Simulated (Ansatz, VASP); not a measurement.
## Cr in VASP and in Ansatz

```
CELL_PARAMETERS angstrom
-1.49434 1.54520 1.39322
1.56967 -1.45096 1.37431
1.40634 1.36296 -1.29897
ATOMIC_POSITIONS crystal
Cr 0.00000 0.00000 0.00000
```

Alike in both runs: task single point; functional PBE; k mesh 11 × 11 × 11; occupations fermi-dirac, width 0.05 eV; collinear spin; fixed moment 3.8 μB.

|  | VASP | Ansatz |
| --- | --- | --- |
| version | VASP 6.6.1 | Ansatz 0.2.0 |
| potentials or method | VASP PAW PBE potentials, release 64 (Cr_pv) | Ansatz PAW |
| plane-wave cutoff (eV) | 520 | 420 |
| valence electrons in the cell | 12 | 14 |

```csv
,VASP,Ansatz,Ansatz less VASP
net moment per atom (μB),3.80,3.80,0.000
size of the moment on the site where the two differ most (μB),3.52,3.13,-0.383
```

Site moments also hang on the region over which each program counts them. The functional is the same, so the differences come from potentials, cutoffs and numerics. VASP's potentials hold 12 valence electrons a cell and Ansatz's 14, so a difference there can come from the potentials and not from the codes.
